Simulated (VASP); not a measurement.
# SiO2 (Pbcn) in VASP: electric field gradients with PBE

Aim: the electric field gradients of SiO2 with PBE.

Program: VASP 6.6.1. These are calculated values, not measurements. Logs are shortened: lines on timing, memory, paths and dates and some standing lists are left out, and cuts for length are marked.

### 1 The cell of the first run

It takes space group Pbcn (No. 60, orthorhombic). Conventional cell: a = 4.097 Å, b = 5.046 Å, c = 4.495 Å, α = 90.00°, β = 90.00°, γ = 90.00°. Si (site symmetry 2) has 6 O at 1.74 to 1.85 Å within 2.3 Å. Within 2.3 Å of O (site symmetry 1) lie 3 Si at 1.74 to 1.85 Å.

### 2 Electric field gradients, PBE

The input, INCAR:

```
PREC = Accurate ; ENCUT = 520
EDIFF = 1E-8 ; ISMEAR = -1
SIGMA = 0.1 ; LREAL = False
LASPH = True ; NELM = 60
ALGO = Normal ; ISIF = 2
LWAVE = False ; LCHARG = False
GGA = PE ; LEFG = True
NELECT = 65.0 ; NBANDS = 44
```

The input, KPOINTS:

```
Automatic mesh
0
Gamma
  8 6 8
```

The input, POSCAR:

```
SiO2
1.0
    4.0970000000      0.0000000000      0.0000000000
    0.0000000000      5.0462000000      0.0000000000
    0.0000000000      0.0000000000      4.4946000000
Si O
4 8
Direct
    0.0000000000      0.1522000000      0.2500000000
    0.5000000000      0.3478000000      0.7500000000
    0.0000000000      0.8478000000      0.7500000000
    0.5000000000      0.6522000000      0.2500000000
    0.7336000000      0.6245000000      0.9186000000
    0.7664000000      0.8755000000      0.4186000000
    0.2336000000      0.8755000000      0.0814000000
    0.2664000000      0.6245000000      0.5814000000
    0.2664000000      0.3755000000      0.0814000000
    0.2336000000      0.1245000000      0.5814000000
    0.7664000000      0.1245000000      0.9186000000
    0.7336000000      0.3755000000      0.4186000000
```

Potentials or basis: VASP PAW PBE potentials, release 64 (Si, O).

Started as:

```console
cat potpaw_PBE.64/Si/POTCAR potpaw_PBE.64/O/POTCAR > POTCAR
mpirun -np 1 vasp_std > vasp.out
```

OUTCAR:

```text
PREC = Accurate
   ENCUT = 520
   EDIFF = 1E-8
   ISMEAR = -1
   LREAL = False
   LASPH = True
   NELM = 60
   ISIF = 2
   GGA = PE
   NELECT = 65.0

 ion  position               nearest neighbor table
   1  0.000  0.152  0.250-   9 1.74  12 1.74  11 1.78  10 1.78   6 1.85   7 1.85   3 2.72   3 2.72

   2  0.500  0.348  0.750-  10 1.74  11 1.74   9 1.78  12 1.78   5 1.85   8 1.85   4 2.72   4 2.72

   3  0.000  0.848  0.750-   5 1.74   8 1.74   7 1.78   6 1.78  10 1.85  11 1.85   1 2.72   1 2.72

   4  0.500  0.652  0.250-   6 1.74   7 1.74   5 1.78   8 1.78   9 1.85  12 1.85   2 2.72   2 2.72

   5  0.734  0.624  0.919-   3 1.74   4 1.78   2 1.85
   6  0.766  0.876  0.419-   4 1.74   3 1.78   1 1.85
   7  0.234  0.876  0.081-   4 1.74   3 1.78   1 1.85
   8  0.266  0.624  0.581-   3 1.74   4 1.78   2 1.85
   9  0.266  0.376  0.081-   1 1.74   2 1.78   4 1.85
  10  0.234  0.124  0.581-   2 1.74   1 1.78   3 1.85
  11  0.766  0.124  0.919-   2 1.74   1 1.78   3 1.85
  12  0.734  0.376  0.419-   1 1.74   2 1.78   4 1.85

  LATTYP: Found a simple orthorhombic cell.
 ALAT       =     4.0970000000
 B/A-ratio  =     1.0970466195
 C/A-ratio  =     1.2316817183

  Lattice vectors:

 A1 = (  -4.0970000000,   0.0000000000,   0.0000000000)
 A2 = (   0.0000000000,   0.0000000000,   4.4946000000)
 A3 = (   0.0000000000,   5.0462000000,   0.0000000000)

Analysis of symmetry for initial positions (statically):
=====================================================================
 Subroutine PRICEL returns:
 Original cell was already a primitive cell.

 Routine SETGRP: Setting up the symmetry group for a
 simple orthorhombic supercell.

 Subroutine GETGRP returns: Found  8 space group operations
 (whereof  2 operations were pure point group operations)
 out of a pool of  8 trial point group operations.

The static configuration has the point symmetry S_2 .
 The point group associated with its full space group is D_2h.

Analysis of symmetry for dynamics (positions and initial velocities):
=====================================================================
 Subroutine PRICEL returns:
 Original cell was already a primitive cell.

 Routine SETGRP: Setting up the symmetry group for a
 simple orthorhombic supercell.

 Subroutine GETGRP returns: Found  8 space group operations
 (whereof  2 operations were pure point group operations)
 out of a pool of  8 trial point group operations.

The dynamic configuration has the point symmetry S_2 .
 The point group associated with its full space group is D_2h.

 Subroutine INISYM returns: Found  8 space group operations
 (whereof  2 operations are pure point group operations),
 and found     1 'primitive' translations

----------------------------------------------------------------------------------------

                                     Primitive cell

  volume of cell :      92.9226

  direct lattice vectors                    reciprocal lattice vectors
     4.097000000  0.000000000  0.000000000     0.244081035  0.000000000  0.000000000
     0.000000000  5.046200000  0.000000000     0.000000000  0.198168919  0.000000000
     0.000000000  0.000000000  4.494600000     0.000000000  0.000000000  0.222489209

  length of vectors
     4.097000000  5.046200000  4.494600000     0.244081035  0.198168919  0.222489209

  position of ions in fractional coordinates (direct lattice)
     0.000000000  0.152200000  0.250000000
     0.500000000  0.347800000  0.750000000
     0.000000000  0.847800000  0.750000000
     0.500000000  0.652200000  0.250000000
     0.733600000  0.624500000  0.918600000
     0.766400000  0.875500000  0.418600000
     0.233600000  0.875500000  0.081400000
     0.266400000  0.624500000  0.581400000
     0.266400000  0.375500000  0.081400000
     0.233600000  0.124500000  0.581400000
     0.766400000  0.124500000  0.918600000
     0.733600000  0.375500000  0.418600000

  ion indices of the primitive-cell ions
[... 101 lines left out ...]
   EFERMI_NEDOS =   21; number of points for ismear=-14 and -15
   IALGO  =     38    algorithm
   IMIX   =      4    mixing-type and parameters
     AMIX     =   0.40;   BMIX     =  1.00
     AMIX_MAG =   1.60;   BMIX_MAG =  1.00
  volume/ion in A,a.u.               =       7.74        52.26
  Fermi-wavevector in a.u.,A,eV,Ry     =   1.453245  2.746235 28.734424  2.111921
  Thomas-Fermi vector in A             =   2.570534
   LORBIT       =      0    0 simple, 1 ext, 2 COOP (PROOUT), +10 PAW based schemes
   GGA     = PE    functional components
   LHFCALC =     F    Hartree Fock is set to
   AEXX    =    0.0000 exact exchange contribution
   IVDW    =     0    specifies the selected vdW correction
   LEPSILON=     F    determine dielectric tensor
   LRPA    =     F    only Hartree local field effects (RPA)
 non-spin polarized calculation
  energy-cutoff  :      520.00
  volume of cell :       92.92
 maximum number of plane-waves:      2524
   NGX = 15   NGY = 19   NGZ = 17

 number of electron      64.9999988 magnetization

 Free energy of the ion-electron system (eV)
  ---------------------------------------------------
  ext. energy  EPLUGINS =         0.00000000
  ---------------------------------------------------
  free energy    TOTEN  =       -76.99587027 eV

  energy without entropy =      -76.91790851  energy(sigma->0) =      -76.95688939

 E-fermi :  15.1847     XC(G=0): -12.4437

 val. band max:       15.1698911022   @ k =   0.3750   0.0000   0.3750
 cond. band min:      15.1970701026   @ k =   0.3750   0.0000   0.0000
 fundamental gap:      0.0271790005
 Fermi energy:        15.1846851828

 k-point     1 :       0.0000    0.0000    0.0000
  band No.  band energies     occupation
      1     -14.1082      2.00000
      2     -11.1337      2.00000
      3     -11.0787      2.00000
      4     -11.0386      2.00000
      5     -10.6019      2.00000
      6      -9.9045      2.00000
[... 1117 lines left out ...]
     43      20.3818      0.00000
     44      20.4722      0.00000

 [... further k-points ...]
[... 5 lines left out ...]
  --------------------------------------------------------------------------------------
  -------------------------------------------------------------------------------------
  Total       31.9571808     31.2210530     31.2000493      0.0000000      0.0000000     -0.0000000
  in kB      551.0075773    538.3152197    537.9530724      0.0000000      0.0000000     -0.0000000
  external PRESSURE =     542.4252898 kB  Pullay stress =       0.0000000 kB

 VOLUME and BASIS-vectors are now :
 -----------------------------------------------------------------------------
  energy-cutoff  :      520.00
  volume of cell :       92.92
      direct lattice vectors                 reciprocal lattice vectors
     4.097000000  0.000000000  0.000000000     0.244081035  0.000000000  0.000000000
     0.000000000  5.046200000  0.000000000     0.000000000  0.198168919  0.000000000
     0.000000000  0.000000000  4.494600000     0.000000000  0.000000000  0.222489209

 POSITION                                       TOTAL-FORCE (eV/Angst)
 -----------------------------------------------------------------------------------
      0.00000      0.76803      1.12365         0.000000     -0.334954     -0.000000
      2.04850      1.75507      3.37095        -0.000000      0.334954     -0.000000
      0.00000      4.27817      3.37095        -0.000000      0.334954     -0.000000
      2.04850      3.29113      1.12365         0.000000     -0.334954     -0.000000
      3.00556      3.15135      4.12874        -0.066277     -0.554761     -0.021350
      3.13994      4.41795      1.88144         0.066277      0.554761     -0.021350
      0.95706      4.41795      0.36586        -0.066277      0.554761      0.021350
      1.09144      3.15135      2.61316         0.066277     -0.554761      0.021350
      1.09144      1.89485      0.36586         0.066277      0.554761      0.021350
      0.95706      0.62825      2.61316        -0.066277     -0.554761      0.021350
      3.13994      0.62825      4.12874         0.066277     -0.554761     -0.021350
      3.00556      1.89485      1.88144        -0.066277      0.554761     -0.021350
 -----------------------------------------------------------------------------------
    total drift:                               -0.000000      0.000000     -0.000000

  FREE ENERGIE OF THE ION-ELECTRON SYSTEM (eV)
  ---------------------------------------------------
  free  energy   TOTEN  =       -76.9958702684 eV

  energy  without entropy=      -76.9179085067  energy(sigma->0) =      -76.95688939

 Electric field gradients (V/A^2)
---------------------------------------------------------------------
 ion       V_xx      V_yy      V_zz      V_xy      V_xz      V_yz
---------------------------------------------------------------------
   1       1.352     6.976    -8.328     0.000    -1.403     0.000
   2       1.352     6.976    -8.328     0.000     1.403    -0.000
   3       1.352     6.976    -8.328    -0.000    -1.403    -0.000
   4       1.352     6.976    -8.328    -0.000     1.403     0.000
   5     -17.211    -2.113    19.324    74.014   -59.746    17.631
   6     -17.211    -2.113    19.324    74.014    59.746   -17.631
   7     -17.211    -2.113    19.324   -74.014    59.746    17.631
   8     -17.211    -2.113    19.324   -74.014   -59.746   -17.631
   9     -17.211    -2.113    19.324    74.014   -59.746    17.631
  10     -17.211    -2.113    19.324    74.014    59.746   -17.631
  11     -17.211    -2.113    19.324   -74.014    59.746    17.631
  12     -17.211    -2.113    19.324   -74.014   -59.746   -17.631
---------------------------------------------------------------------

 Electric field gradients after diagonalization (V/A^2)
 (convention: |V_zz| > |V_xx| > |V_yy|)
----------------------------------------------------------------------
 ion       V_xx      V_yy      V_zz     asymmetry (V_yy - V_xx)/ V_zz
----------------------------------------------------------------------
   1       6.976     1.551    -8.527       0.636
   2       6.976     1.551    -8.527       0.636
   3       6.976     1.551    -8.527       0.636
   4       6.976     1.551    -8.527       0.636
   5      81.563    27.819  -109.383       0.491
   6      81.563    27.819  -109.383       0.491
   7      81.563    27.819  -109.383       0.491
   8      81.563    27.819  -109.383       0.491
   9      81.563    27.819  -109.383       0.491
  10      81.563    27.819  -109.383       0.491
  11      81.563    27.819  -109.383       0.491
  12      81.563    27.819  -109.383       0.491
----------------------------------------------------------------------

           NMR quadrupolar parameters

 Cq : quadrupolar parameter    Cq=e*Q*V_zz/h
 eta: asymmetry parameters     (V_yy - V_xx)/ V_zz
 Q  : nuclear electric quadrupole moment in mb (millibarn)
----------------------------------------------------------------------
 ion       Cq(MHz)       eta       Q (mb)
----------------------------------------------------------------------
   1      -0.021       0.636       1.000
   2      -0.021       0.636       1.000
   3      -0.021       0.636       1.000
   4      -0.021       0.636       1.000
   5      -0.264       0.491       1.000
   6      -0.264       0.491       1.000
   7      -0.264       0.491       1.000
   8      -0.264       0.491       1.000
   9      -0.264       0.491       1.000
  10      -0.264       0.491       1.000
  11      -0.264       0.491       1.000
  12      -0.264       0.491       1.000
----------------------------------------------------------------------
```

Wall time 11 min (1 thread of AMD EPYC 7R13, shared host); peak memory 0.36 GiB.

Results:

* Free energy: -76.9959 eV
* Largest force: 0.559 eV/Å
* Largest electric field gradient by atom: Si -8.5; O -109.4 V/Å²

Forces in eV/Å, atoms in the order of the input:
```
Si   0.000 -0.335  0.000
Si   0.000  0.335  0.000
Si   0.000  0.335  0.000
Si   0.000 -0.335  0.000
O   -0.066 -0.555 -0.021
O    0.066  0.555 -0.021
O   -0.066  0.555  0.021
O    0.066 -0.555  0.021
O    0.066  0.555  0.021
O   -0.066 -0.555  0.021
O    0.066 -0.555 -0.021
O   -0.066  0.555 -0.021
```

Electric field gradients, principal values (V/Å²):
| atom | least | middle | greatest (by size) |
| --- | --- | --- | --- |
| 1 Si | 1.551 | 6.976 | -8.527 |
| 2 Si | 1.551 | 6.976 | -8.527 |
| 3 Si | 1.551 | 6.976 | -8.527 |
| 4 Si | 1.551 | 6.976 | -8.527 |
| 5 O | 27.819 | 81.563 | -109.383 |
| 6 O | 27.819 | 81.563 | -109.383 |
| 7 O | 27.819 | 81.563 | -109.383 |
| 8 O | 27.819 | 81.563 | -109.383 |
| 9 O | 27.819 | 81.563 | -109.383 |
| 10 O | 27.819 | 81.563 | -109.383 |
| 11 O | 27.819 | 81.563 | -109.383 |
| 12 O | 27.819 | 81.563 | -109.383 |

Caveat: the cell carries a net charge on a neutralising background, which shifts energy and pressure; the cell is charged against a uniform background, so pressure and absolute levels hang on convention; without QUAD_EFG the Cq values of the log hold for a quadrupole moment of 1 mb, not for the nuclei; an odd number of electrons without spin polarisation forces a metal; a magnetic or distorted state may lie lower.
